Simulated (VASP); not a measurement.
Wanted: the native input for a VASP 6.6.1 run.

```yaml
Task: single point
Functional: r2SCAN
Potentials_or_basis: VASP PAW PBE potentials, release 64 (Ni)
Cutoff: 520 eV
k_mesh: 20 × 20 × 20
Occupations: gaussian, width 0.1 eV
Spin: collinear spin, ferromagnetic start
Starting_moments: "[0.9] μB"
Dipole_correction: no
Further_INCAR_settings: ALGO = Normal; EDIFF = 1e-06; NBANDS = 15
```

Crystal: Ni.

```
Ni
1.0
     0.00000    1.77345    1.77345
     1.77345    0.00000    1.77345
     1.77345    1.77345    0.00000
Ni
1
Direct
  0.00000 0.00000 0.00000
```

These files were run (other wordings do the same):

POSCAR

```
Ni
1.0
    0.0000000000      1.7734485523      1.7734485523
    1.7734485523      0.0000000000      1.7734485523
    1.7734485523      1.7734485523      0.0000000000
Ni
1
Direct
    0.0000000000      0.0000000000      0.0000000000
```

INCAR.step1

```
PREC     = Accurate       # precision mode
ENCUT    = 520            # plane-wave cutoff, eV
ISMEAR   = 0              # smearing method
SIGMA    = 0.1            # smearing width, eV
LREAL    = F              # projectors in reciprocal space
LASPH    = T              # aspherical terms in the spheres
NELM     = 150            # most SCF steps
ISPIN    = 2              # spin polarisation
MAGMOM   = 0.9            # initial moments
LMAXMIX  = 4              # l up to which the mixer works
NBANDS   = 15             # bands
GGA      = PE             # functional
ALGO     = Normal         # electronic algorithm
EDIFF    = 1E-4           # SCF threshold, eV
LWAVE    = T              # write WAVECAR
LCHARG   = F              # write CHGCAR
```

INCAR.step2

```
PREC     = Accurate       # precision mode
ENCUT    = 520            # plane-wave cutoff, eV
EDIFF    = 1E-6           # SCF threshold, eV
ISMEAR   = 0              # smearing method
SIGMA    = 0.1            # smearing width, eV
LREAL    = F              # projectors in reciprocal space
LASPH    = T              # aspherical terms in the spheres
NELM     = 150            # most SCF steps
ALGO     = Normal         # electronic algorithm
ISIF     = 2              # what is computed and relaxed
LWAVE    = F              # write WAVECAR
LCHARG   = F              # write CHGCAR
ISPIN    = 2              # spin polarisation
MAGMOM   = 0.9            # initial moments
LORBIT   = 11             # projections on sites
LMAXMIX  = 4              # l up to which the mixer works
METAGGA  = R2SCAN         # meta-GGA
LMIXTAU  = T            
NBANDS   = 15             # bands
ISTART   = 1
```

KPOINTS

```
Automatic mesh
0
Gamma
  20 20 20
```

Potentials or basis: VASP PAW PBE potentials, release 64 (Ni).

The run is started by

```sh
$ cat potpaw_PBE.64/Ni/POTCAR > POTCAR
$ cp INCAR.step1 INCAR
$ mpirun -np 1 vasp_std > vasp.out
$ cp INCAR.step2 INCAR
$ mpirun -np 1 vasp_std > vasp.out
```

It gave:

```json
{"Pressure": "-10.4 GPa", "Net moment": "0.76 μB per cell", "Site moments": "Ni +0.79 μB", "Valence electrons inside the program's atomic spheres": "Ni 9.30"}
```

Caveat: the cell stands under tension; the PAW data sets were made with another functional, which shifts forces and pressure a little.

It took 2.8 min on 1 thread of Intel(R) Xeon(R) 6975P-C (Granite Rapids) (shared host), peak memory 0.18 GiB.
